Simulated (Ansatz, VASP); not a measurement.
# Cd: VASP beside Ansatz

INCAR

```
PREC = Accurate
ENCUT = 520
EDIFF = 1E-6
ISMEAR = -1
SIGMA = 0.1
LREAL = F
LASPH = T
NELM = 100
ALGO = Normal
ISIF = 2
LWAVE = F
LCHARG = F
NBANDS = 12
```

File KPOINTS:

```
Automatic mesh
0
Gamma
  14 14 14
```

The input POSCAR:

```
Cd
1.0
   -1.7637777418      1.7637777418      1.7637777418
    1.7637777418     -1.7637777418      1.7637777418
    1.7637777418      1.7637777418     -1.7637777418
Cd
1
Direct
    0.0000000000      0.0000000000      0.0000000000
```

Input for Ansatz:

```yaml
crystal:
  lattice:
    - [-1.7637777418, 1.7637777418, 1.7637777418]
    - [1.7637777418, -1.7637777418, 1.7637777418]
    - [1.7637777418, 1.7637777418, -1.7637777418]
  atoms:
    - { symbol: Cd, position: [0.0, 0.0, 0.0] }
hamiltonian:
  xc: lda
  pseudopotentials:
    kind: paw
    azcp:
      Cd: "pseudopotentials/Cd.paw.azcp"
basis:
  ecutwfc: 420
  fft_grid_basis: typed
kpoints:
  mp_grid: { grid: [14, 14, 14], shift: [0, 0, 0] }
magnetization:
  spin_polarized: false
scf:
  occupations: { method: fermi_dirac, width: 0.1 }
  lower_state_search: "off"
output:
  stress: true
  write_density: true
  write_potential: true
  elf: true
  volumetric_format: npy
```

Alike in both runs: task single point; functional LDA; k mesh 14 × 14 × 14; occupations fermi-dirac, width 0.1 eV; no spin polarisation.

|  | VASP | Ansatz |
| --- | --- | --- |
| version | VASP 6.6.1 | Ansatz 0.2.0 |
| potentials or method | VASP PAW LDA potentials, release 64 (Cd), cutoff 520 eV | plane waves (420 eV) with PAW, scalar-relativistic |
| valence electrons in the cell | 12 | 20 |

|  | VASP | Ansatz | Ansatz less VASP |
| --- | --- | --- | --- |
| pressure (GPa) | -3.6 | -3.9 | -0.36 |

Ansatz warns that its potentials were made for another functional, while VASP's fit it. LDA's correlation is that of Perdew and Zunger in VASP and of Perdew and Wang (1992) in Ansatz. VASP's potentials hold 12 valence electrons a cell and Ansatz's 20, so a difference there can come from the potentials and not from the codes.
